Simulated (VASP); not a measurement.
# Be2Si (Fm-3m) in VASP: notebook

The runs below take Be2Si through single point, with HSE06, PBE0, r2SCAN0.

Program: VASP 6.6.1. These are calculated values, not measurements. Logs are shortened: lines on timing, memory, paths and dates and some standing lists are left out, and cuts for length are marked.

### 1 The cell of the first run

Symmetry: Fm-3m, No. 225, cubic system. Conventional cell: a = 5.280 Å, b = 5.280 Å, c = 5.280 Å, α = 90.00°, β = 90.00°, γ = 90.00°. Within 3.0 Å of Si (site symmetry m-3m) lie 8 Be at 2.29 Å. Be (site symmetry -43m) has 4 Si at 2.29 Å and 6 Be at 2.64 Å within 3.0 Å.

### 2 Single point, HSE06

File POSCAR:

```
Be2Si
1.0
    0.0000000000      2.6400000000      2.6400000000
    2.6400000000      0.0000000000      2.6400000000
    2.6400000000      2.6400000000      0.0000000000
Si Be
1 2
Direct
    0.0000000000      0.0000000000      0.0000000000
    0.2500000000      0.2500000000      0.2500000000
    0.7500000000      0.7500000000      0.7500000000
```

File INCAR.step1:

```
PREC = Accurate ; ENCUT = 520
EDIFF = 1E-5 ; ISMEAR = -1
SIGMA = 0.05 ; LREAL = F
LASPH = T ; NELM = 80
ALGO = Normal ; ISIF = 2
LWAVE = T ; NBANDS = 11
GGA = PE
```

File INCAR.step2:

```
PREC = Accurate ; ENCUT = 520
EDIFF = 1E-6 ; ISMEAR = -1
SIGMA = 0.05 ; LREAL = F
LASPH = T ; NELM = 80
ALGO = Normal ; ISIF = 2
LWAVE = F ; LCHARG = T
GGA = PE ; LHFCALC = T
HFSCREEN = 0.2079 ; PRECFOCK = Normal
LELF = T ; LVHAR = T
NBANDS = 11 ; ISTART = 1
```

File KPOINTS:

```
regular mesh
0
Gamma
  5 5 5
```

Potentials or basis: VASP PAW PBE potentials, release 64 (Si, Be).

Run with:

```sh
cat potpaw_PBE.64/Si/POTCAR potpaw_PBE.64/Be/POTCAR > POTCAR
cp INCAR.step1 INCAR
mpirun -np 1 vasp_std > vasp.out
cp INCAR.step2 INCAR
mpirun -np 1 vasp_std > vasp.out
```

OUTCAR:

```text
PREC = Accurate
   ENCUT = 520
   EDIFF = 1E-6
   ISMEAR = -1
   LREAL = F
   LASPH = T
   NELM = 80
   ISIF = 2
   GGA = PE
   LHFCALC = T
   HFSCREEN = 0.2079
   PRECFOCK = Normal
   ISTART = 1

 ion  position               nearest neighbor table
   1  0.000  0.000  0.000-   3 2.29   3 2.29   3 2.29   2 2.29   2 2.29   2 2.29   3 2.29   2 2.29

   2  0.250  0.250  0.250-   1 2.29   1 2.29   1 2.29   1 2.29
   3  0.750  0.750  0.750-   1 2.29   1 2.29   1 2.29   1 2.29

  LATTYP: Found a face centered cubic cell.
 ALAT       =     5.2800000000

  Lattice vectors:

 A1 = (   0.0000000000,   2.6400000000,   2.6400000000)
 A2 = (   2.6400000000,   0.0000000000,   2.6400000000)
 A3 = (   2.6400000000,   2.6400000000,   0.0000000000)

Analysis of symmetry for initial positions (statically):
=====================================================================
 Subroutine PRICEL returns:
 Original cell was already a primitive cell.

 Routine SETGRP: Setting up the symmetry group for a
 face centered cubic supercell.

 Subroutine GETGRP returns: Found 48 space group operations
 (whereof 48 operations were pure point group operations)
 out of a pool of 48 trial point group operations.

The static configuration has the point symmetry O_h .

Analysis of symmetry for dynamics (positions and initial velocities):
=====================================================================
 Subroutine PRICEL returns:
 Original cell was already a primitive cell.

 Routine SETGRP: Setting up the symmetry group for a
 face centered cubic supercell.

 Subroutine GETGRP returns: Found 48 space group operations
 (whereof 48 operations were pure point group operations)
 out of a pool of 48 trial point group operations.

The dynamic configuration has the point symmetry O_h .

 Subroutine INISYM returns: Found 48 space group operations
 (whereof 48 operations are pure point group operations),
 and found     1 'primitive' translations

----------------------------------------------------------------------------------------

                                     Primitive cell

  volume of cell :      36.7995

  direct lattice vectors                    reciprocal lattice vectors
     0.000000000  2.640000000  2.640000000    -0.189393939  0.189393939  0.189393939
     2.640000000  0.000000000  2.640000000     0.189393939 -0.189393939  0.189393939
     2.640000000  2.640000000  0.000000000     0.189393939  0.189393939 -0.189393939

  length of vectors
     3.733523805  3.733523805  3.733523805     0.328039926  0.328039926  0.328039926

  position of ions in fractional coordinates (direct lattice)
     0.000000000  0.000000000  0.000000000
     0.250000000  0.250000000  0.250000000
     0.750000000  0.750000000  0.750000000

  ion indices of the primitive-cell ions
   primitive index   ion index
                 1           1
                 2           2
                 3           3

----------------------------------------------------------------------------------------

 KPOINTS: regular mesh

Automatic generation of k-mesh.
 Grid dimensions read from file:
 generate k-points for:    5    5    5

 Generating k-lattice:

  Cartesian coordinates                     Fractional coordinates (reciprocal lattice)
    -0.037878788  0.037878788  0.037878788     0.200000000  0.000000000  0.000000000
     0.037878788 -0.037878788  0.037878788     0.000000000  0.200000000  0.000000000
     0.037878788  0.037878788 -0.037878788     0.000000000  0.000000000  0.200000000

  Length of vectors
     0.065607985  0.065607985  0.065607985

  Shift w.r.t. Gamma in fractional coordinates (k-lattice)
     0.000000000  0.000000000  0.000000000

 Subroutine IBZKPT returns following result:
 ===========================================

 Found     10 irreducible k-points:

 Following reciprocal coordinates:
            Coordinates               Weight
  0.000000  0.000000  0.000000      1.000000
  0.200000  0.000000  0.000000      8.000000
  0.400000  0.000000  0.000000      8.000000
  0.200000  0.200000  0.000000      6.000000
  0.400000  0.200000  0.000000     24.000000
 -0.400000  0.200000  0.000000     24.000000
 -0.200000  0.200000  0.000000     12.000000
  0.400000  0.400000  0.000000      6.000000
 -0.400000  0.400000  0.000000     12.000000
 -0.400000  0.400000  0.200000     24.000000
   k-points           NKPTS =     10   k-points in BZ     NKDIM =    125   number of bands    NBANDS=     11
   number of dos      NEDOS =    301   number of ions     NIONS =      3
   total plane-waves  NPLWV =  21952
   dimension x,y,z NGX =    28 NGY =   28 NGZ =   28
   dimension x,y,z NGXF=    56 NGYF=   56 NGZF=   56
   ions per type =               1   2
   NGX,Y,Z   is equivalent  to a cutoff of  12.47, 12.47, 12.47 a.u.
   NGXF,Y,Z  is equivalent  to a cutoff of  24.94, 24.94, 24.94 a.u.
 SYSTEM =  unknown system
   PREC   = accura    normal or accurate (medium, high low for compatibility)
   ISTART =      1    job   : 0-new  1-cont  2-samecut
   ICHARG =      0    charge: 1-file 2-atom 10-const
   ISPIN  =      1    spin polarized calculation?
   LNONCOLLINEAR =      F non collinear calculations
   LSORBIT =      F    spin-orbit coupling
   LASPH  =      T    aspherical Exc in radial PAW
   ENCUT  =  520.0 eV  38.22 Ry    6.18 a.u.   6.94  6.94  6.94*2*pi/ulx,y,z
   NELM   =     80;   NELMIN=  2; NELMDL=  0     # of ELM steps
   EDIFF  = 0.1E-05   stopping-criterion for ELM
   LREAL  =      F    real-space projection
   EDIFFG = 0.1E-04   stopping-criterion for IOM
   NSW    =      0    number of steps for IOM
   IBRION =     -1    ionic relax: 0-MD 1-quasi-New 2-CG
   NFREE  =      0    steps in history (QN), initial steepest desc. (CG)
   ISIF   =      2    stress and relaxation
   ISYM   =      3    0-nonsym 1-usesym 2-fastsym
   POTIM  = 0.5000    time-step for ionic-motion
   TEBEG  =    0.0;   TEEND  =   0.0 temperature during run
   PSTRESS=    0.0 pullay stress
   NELECT =       8.0000    total number of electrons
   NUPDOWN=      -1.0000    fix difference up-down
   EMIN   =  10.00;   EMAX   =-10.00  energy-range for DOS
   EFERMI =   0.00;   METHOD = LEGACY
   ISMEAR =    -1;   SIGMA  =   0.05  broadening in eV -4-tet -1-fermi 0-gaus
   EFERMI_NEDOS =   21; number of points for ismear=-14 and -15
   IALGO  =     38    algorithm
   IMIX   =      1    mixing-type and parameters
     AMIX     =   0.40;   BMIX     =  1.00
     AMIX_MAG =   1.60;   BMIX_MAG =  1.00
  volume/ion in A,a.u.               =      12.27        82.78
  Fermi-wavevector in a.u.,A,eV,Ry     =   0.984368  1.860186 13.183783  0.968981
  Thomas-Fermi vector in A             =   2.115596
   LORBIT       =      0    0 simple, 1 ext, 2 COOP (PROOUT), +10 PAW based schemes
   GGA     = PE    functional components
   LHFCALC =     T    Hartree Fock is set to
   PRECFOCK=normal    Normal, Fast or Accurate (Low or Medium for compatibility)
   ENCUT4O =  -1.0   cutoff for four orbital integrals eV
   NKREDX  =     1    reduce k-point grid by
   NKREDY  =     1    reduce k-point grid by
   NKREDZ  =     1    reduce k-point grid by
   AEXX    =    0.2500 exact exchange contribution
   HFSCREEN=    0.2079 screening length (either q_TF or 0.3 A-1)
   HFSCREENC=   0.2079 screening length for correlation (either q_TF or 0.3 A-1)
   ENCUTFOCK=  -1.0 apply spherical cutoff to Coloumb kernel
   IVDW    =     0    specifies the selected vdW correction
   LEPSILON=     F    determine dielectric tensor
   LRPA    =     F    only Hartree local field effects (RPA)
 non-spin polarized calculation
  energy-cutoff  :      520.00
  volume of cell :       36.80
 maximum number of plane-waves:       999
  NGX = 24; NGY = 24; NGZ = 24

 number of electron       8.0000000 magnetization

 Free energy of the ion-electron system (eV)
  ---------------------------------------------------
  ext. energy  EPLUGINS =         0.00000000
  ---------------------------------------------------
  free energy    TOTEN  =       -13.08560012 eV

  energy without entropy =      -13.08223031  energy(sigma->0) =      -13.08391521

 E-fermi :   6.6857     XC(G=0):  -8.2580

 val. band max:        5.8256721071   @ k =   0.2000   0.0000   0.0000
 cond. band min:       6.6859285570   @ k =   0.4000   0.4000   0.0000
 fundamental gap:      0.8602564500
 Fermi energy:         6.6857153075

 k-point     1 :       0.0000    0.0000    0.0000
  band No.  band energies     occupation
      1      -7.0124      2.00000
      2       7.2850      0.00001
      3       7.2850      0.00001
      4       7.2850      0.00001
      5       7.5123      0.00000
      6       7.5123      0.00000
      7       7.5123      0.00000
      8      13.4598      0.00000
      9      14.9168      0.00000
     10      14.9190      0.00000
     11      14.9190      0.00000

 k-point     2 :       0.2000    0.0000    0.0000
  band No.  band energies     occupation
      1      -6.4334      2.00000
      2       2.9946      2.00000
      3       5.8257      2.00000
      4       5.8257      2.00000
      5       8.9047      0.00000
      6       8.9047      0.00000
      7       9.5156      0.00000
      8      13.3318      0.00000
      9      13.3318      0.00000
     10      13.8971      0.00000
     11      15.4635      0.00000

 k-point     3 :       0.4000    0.0000    0.0000
  band No.  band energies     occupation
      1      -4.8524      2.00000
      2      -0.8703      2.00000
      3       5.1098      2.00000
      4       5.1098      2.00000
      5       8.4118      0.00000
      6       8.4118      0.00000
      7       9.7123      0.00000
      8      13.6982      0.00000
      9      15.9534      0.00000
     10      15.9534      0.00000
     11      17.5612      0.00000
[... 71 lines left out ...]
 k-point     9 :      -0.4000    0.4000    0.0000
  band No.  band energies     occupation
      1      -3.0970      2.00000
      2      -0.3975      2.00000
      3       0.5136      2.00000
      4       2.6021      2.00000
      5       7.1639      0.00014
      6       9.7805      0.00000
      7      13.7235      0.00000
      8      14.7678      0.00000
      9      16.6838      0.00000
     10      17.3346      0.00000
     11      18.0604      0.00000

 k-point    10 :      -0.4000    0.4000    0.2000
  band No.  band energies     occupation
      1      -3.5668      2.00000
      2       0.0879      2.00000
      3       0.9212      2.00000
      4       2.0220      2.00000
      5       9.4394      0.00000
      6      10.5712      0.00000
      7      10.9127      0.00000
      8      14.7956      0.00000
      9      14.9964      0.00000
     10      17.3618      0.00000
     11      18.4827      0.00000

------------------------ aborting loop because EDIFF is reached ----------------------------------------

  FORCE on cell =-STRESS in cart. coord.  units (eV):
  Direction    XX          YY          ZZ          XY          YZ          ZX
  --------------------------------------------------------------------------------------
  -------------------------------------------------------------------------------------
  Total       -0.1069852     -0.1069852     -0.1069852     -0.0000000      0.0000000     -0.0000000
  in kB       -4.6579262     -4.6579262     -4.6579262     -0.0000000      0.0000000     -0.0000000
  external PRESSURE =      -4.6579262 kB  Pullay stress =       0.0000000 kB

 VOLUME and BASIS-vectors are now :
 -----------------------------------------------------------------------------
  energy-cutoff  :      520.00
  volume of cell :       36.80
      direct lattice vectors                 reciprocal lattice vectors
     0.000000000  2.640000000  2.640000000    -0.189393939  0.189393939  0.189393939
     2.640000000  0.000000000  2.640000000     0.189393939 -0.189393939  0.189393939
     2.640000000  2.640000000  0.000000000     0.189393939  0.189393939 -0.189393939

 POSITION                                       TOTAL-FORCE (eV/Angst)
 -----------------------------------------------------------------------------------
      0.00000      0.00000      0.00000        -0.000000     -0.000000     -0.000000
      1.32000      1.32000      1.32000         0.000000      0.000000      0.000000
      3.96000      3.96000      3.96000        -0.000000      0.000000     -0.000000
 -----------------------------------------------------------------------------------
    total drift:                               -0.000149      0.000098     -0.000120

  FREE ENERGIE OF THE ION-ELECTRON SYSTEM (eV)
  ---------------------------------------------------
  free  energy   TOTEN  =       -13.0856001177 eV

  energy  without entropy=      -13.0822303107  energy(sigma->0) =      -13.08391521
```

Run time: 11 min. Hardware: 1 thread of AMD EPYC 7R43 (Zen 3), shared host; peak memory 0.21 GiB.

What came out:

- Free energy: -13.0856 eV
- Pressure: -0.5 GPa
- Band gap on the k mesh: zero (band 4 reaches 7.29 eV, above the bottom of band 5 at 6.69 eV)

Caveat: the k points lie up to 0.41 Å⁻¹ apart; the PAW data sets were made with another functional, which shifts forces and pressure a little.

### 3 Single point, PBE0

POSCAR is that of step 2.

File INCAR.step1:

```
PREC = Accurate
ENCUT = 520
EDIFF = 1E-5
ISMEAR = -1
SIGMA = 0.05
LREAL = F
LASPH = T
NELM = 100
ALGO = Normal
ISIF = 2
LWAVE = T
LCHARG = F
NBANDS = 11
GGA = PE
```

File INCAR.step2:

```
PREC = Accurate
ENCUT = 520
EDIFF = 1E-6
ISMEAR = -1
SIGMA = 0.05
LREAL = F
LASPH = T
NELM = 100
ALGO = Normal
ISIF = 2
LWAVE = F
LCHARG = F
GGA = PE
LHFCALC = T
AEXX = 0.25
PRECFOCK = Normal
NBANDS = 11
ISTART = 1
```

File KPOINTS:

```
Automatic mesh
0
Gamma
  5 5 5
```

Potentials or basis: VASP PAW PBE potentials, release 64 (Si, Be).

Run with:

```sh
cat potpaw_PBE.64/Si/POTCAR potpaw_PBE.64/Be/POTCAR > POTCAR
cp INCAR.step1 INCAR
mpirun -np 1 vasp_std > vasp.out
cp INCAR.step2 INCAR
mpirun -np 1 vasp_std > vasp.out
```

Run time: 9.9 min. Hardware: 1 thread of AMD EPYC 7R43 (Zen 3), shared host; peak memory 0.12 GiB.

The run converged. Its results:

```
Free energy            : -13.7439 eV
Pressure               : -0.6 GPa
Band gap on the k mesh : zero (band 4 reaches 7.57 eV, above the bottom of band 5 at 6.75 eV)
```

Levels at points of the mesh, in eV from the Fermi level:
```tsv
k point	band 2	band 3	band 4	band 5	band 6	band 7
(0.00, 0.00, 0.00)	0.83	0.83	0.83	1.03	1.03	1.03
```

Caveat: the k points lie up to 0.41 Å⁻¹ apart; the PAW data sets were made with another functional, which shifts forces and pressure a little.

### 4 Single point, r2SCAN0

POSCAR is that of step 3.

File INCAR.step1:

```
SYSTEM = Be2Si
PREC     = Accurate       ! precision mode
ENCUT    = 520            ! plane-wave cutoff, eV
EDIFF    = 1E-5           ! SCF threshold, eV
ISMEAR   = -1             ! smearing method
SIGMA    = 0.05           ! smearing width, eV
LREAL    = .False.        ! projectors in reciprocal space
LASPH    = .True.         ! aspherical terms in the spheres
NELM     = 80             ! most SCF steps
ALGO     = Normal         ! electronic algorithm
ISIF     = 2              ! what is computed and relaxed
LWAVE    = .True.         ! write WAVECAR
NBANDS   = 11             ! bands
GGA      = PE             ! functional
```

File INCAR.step2:

```
SYSTEM = Be2Si
PREC     = Accurate       ! precision mode
ENCUT    = 520            ! plane-wave cutoff, eV
EDIFF    = 1E-7           ! SCF threshold, eV
ISMEAR   = -1             ! smearing method
SIGMA    = 0.05           ! smearing width, eV
LREAL    = .False.        ! projectors in reciprocal space
LASPH    = .True.         ! aspherical terms in the spheres
NELM     = 80             ! most SCF steps
ALGO     = Normal         ! electronic algorithm
ISIF     = 2              ! what is computed and relaxed
LWAVE    = .False.        ! write WAVECAR
LCHARG   = .True.         ! write CHGCAR
METAGGA  = R2SCAN         ! meta-GGA
LHFCALC  = .True.         ! exact exchange
AEXX     = 0.25           ! exact-exchange fraction
LMIXTAU  = .True.       
PRECFOCK = Normal       
LELF     = .True.         ! ELF
LVHAR    = .True.       
NBANDS   = 11             ! bands
ISTART   = 1
```

File KPOINTS:

```
Automatic mesh
0
Gamma
  5 5 5
  0 0 0
```

Potentials or basis: VASP PAW PBE potentials, release 64 (Si, Be).

Run with:

```sh
cat potpaw_PBE.64/Si/POTCAR potpaw_PBE.64/Be/POTCAR > POTCAR
cp INCAR.step1 INCAR
mpirun -np 1 vasp_std > vasp.out
cp INCAR.step2 INCAR
mpirun -np 1 vasp_std > vasp.out
```

OUTCAR:

```text
SYSTEM = Be2Si
   PREC = Accurate
   ENCUT = 520
   EDIFF = 1E-7
   ISMEAR = -1
   LREAL = .False.
   LASPH = .True.
   NELM = 80
   ISIF = 2
   METAGGA = R2SCAN
   LHFCALC = .True.
   AEXX = 0.25
   PRECFOCK = Normal
   ISTART = 1

 ion  position               nearest neighbor table
   1  0.000  0.000  0.000-   3 2.29   3 2.29   3 2.29   2 2.29   2 2.29   2 2.29   3 2.29   2 2.29

   2  0.250  0.250  0.250-   1 2.29   1 2.29   1 2.29   1 2.29
[... 327 lines left out ...]

  FORCE on cell =-STRESS in cart. coord.  units (eV):
  Direction    XX          YY          ZZ          XY          YZ          ZX
  --------------------------------------------------------------------------------------
  -------------------------------------------------------------------------------------
  Total       -0.0890265     -0.0890265     -0.0890265     -0.0000000      0.0000000     -0.0000000
  in kB       -3.8760396     -3.8760396     -3.8760396     -0.0000000      0.0000000     -0.0000000
  external PRESSURE =      -3.8760396 kB  Pullay stress =       0.0000000 kB

 VOLUME and BASIS-vectors are now :
 -----------------------------------------------------------------------------
  energy-cutoff  :      520.00
  volume of cell :       36.80
      direct lattice vectors                 reciprocal lattice vectors
     0.000000000  2.640000000  2.640000000    -0.189393939  0.189393939  0.189393939
     2.640000000  0.000000000  2.640000000     0.189393939 -0.189393939  0.189393939
     2.640000000  2.640000000  0.000000000     0.189393939  0.189393939 -0.189393939

 POSITION                                       TOTAL-FORCE (eV/Angst)
 -----------------------------------------------------------------------------------
      0.00000      0.00000      0.00000         0.000000      0.000000      0.000000
      1.32000      1.32000      1.32000        -0.000000     -0.000000      0.000000
      3.96000      3.96000      3.96000         0.000000      0.000000     -0.000000
 -----------------------------------------------------------------------------------
    total drift:                               -0.000000      0.000000     -0.000000

  FREE ENERGIE OF THE ION-ELECTRON SYSTEM (eV)
  ---------------------------------------------------
  free  energy   TOTEN  =       -17.0521695858 eV

  energy  without entropy=      -17.0488422679  energy(sigma->0) =      -17.05050593
```

It took 16 min on 1 thread of AMD EPYC 7R43 (Zen 3), shared host; peak memory 0.13 GiB.

Results:

```
Free energy            : -17.0522 eV
Pressure               : -0.4 GPa
Band gap on the k mesh : zero (band 4 reaches 7.68 eV, above the bottom of band 5 at 6.80 eV)
```

Caveat: the k points lie up to 0.41 Å⁻¹ apart; the PAW data sets were made with another functional, which shifts forces and pressure a little.

### 5 The runs side by side

```csv
level,screening parameter,gap on the mesh (eV),pressure (GPa)
HSE06,0.2079 1/Å,none,-0.5
PBE0,-,none,-0.6
r2SCAN0,-,none,-0.4
```

Alike in all rows: task single point; potentials or basis VASP PAW PBE potentials, release 64 (Si, Be); no spin polarisation; cell as given; k mesh 5 × 5 × 5; cutoff (eV) 520; smearing fermi-dirac 0.05 eV.

Caveats: all runs use coarse meshes; the PAW data sets were made with another functional, which shifts forces and pressure a little.

Total energies depend on the potentials used, so only differences within one code and one set of settings carry meaning.
